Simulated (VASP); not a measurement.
Wanted: the native input for a VASP 6.6.1 run.

```yaml
Task: relaxation of the atoms
Functional: LDA
Potentials_or_basis: VASP PAW LDA potentials, release 64 (Al, Li_sv)
Cutoff: 520 eV
k_mesh: 6 × 6 × 1
Occupations: gaussian, width 0.1 eV
Spin: no spin polarisation
Dipole_correction: yes
Atoms_held_fixed_from_0: "[0, 1, 2, 3, 4, 5, 6, 7, 8, 9, 10, 11]"
Further_INCAR_settings: ALGO = Normal; EDIFF = 1e-06; IBRION = 2; EDIFFG = -0.025; NSW = 36
Atoms_held_along_some_axes_from_0: atom 12 along a and b
```

The structure of LiAl12 lies in POSCAR:

```
LiAl12
1.0
    5.6336864727      0.0000000000      0.0000000000
   -2.8168432363      4.8789156023      0.0000000000
    0.0000000000      0.0000000000     20.0321727095
Al Li
12 1
Selective dynamics
Direct
    0.3333333333      0.1666666667      0.1996787896  F F F
    0.3333333333      0.6666666667      0.1996787896  F F F
    0.8333333333      0.1666666667      0.1996787896  F F F
    0.8333333333      0.6666666667      0.1996787896  F F F
    0.1666666667      0.3333333333      0.3128097176  F F F
    0.1666666667      0.8333333333      0.3128097176  F F F
    0.6666666667      0.3333333333      0.3128097176  F F F
    0.6666666667      0.8333333333      0.3128097176  F F F
    0.0000000000      0.0000000000      0.4259234799  F F F
    0.0000000000      0.5000000000      0.4259234799  F F F
    0.5000000000      0.0000000000      0.4259234799  F F F
    0.5000000000      0.5000000000      0.4259234799  F F F
    0.3333333333      0.1666666667      0.5181155756  F F T
```

One way to write it, as run:

INCAR

```
SYSTEM = LiAl12
PREC = Accurate
ENCUT = 520
EDIFF = 1E-6
ISMEAR = 0
SIGMA = 0.1
LREAL = .False.
LASPH = .True.
NELM = 60
ALGO = Normal
ISIF = 2
LWAVE = .False.
LCHARG = .False.
LDIPOL = .True.
IDIPOL = 3
DIPOL = 0.5 0.5 0.329
GGA = CA
IBRION = 2
NSW = 36
EDIFFG = -0.025
KPAR = 2
```

KPOINTS

```
regular mesh
0
Gamma
  6 6 1
  0 0 0
```

Potentials or basis: VASP PAW LDA potentials, release 64 (Al, Li_sv).

Command:

```sh
$ cat potpaw_LDA.64/Al/POTCAR potpaw_LDA.64/Li_sv/POTCAR > POTCAR
$ mpirun -np 2 vasp_std > vasp.out
```

It gave:

```json
{
 "Energy gained by relaxing": "9.8 meV/atom",
 "Ionic steps": "5",
 "Band gap on the k mesh": "zero (an odd number of electrons rules out a gap without spin polarisation)"
}
```

It took 2.6 min on 2 MPI ranks on Intel(R) Xeon(R) 6975P-C (Granite Rapids) (shared host), peak memory 0.48 GiB a rank.
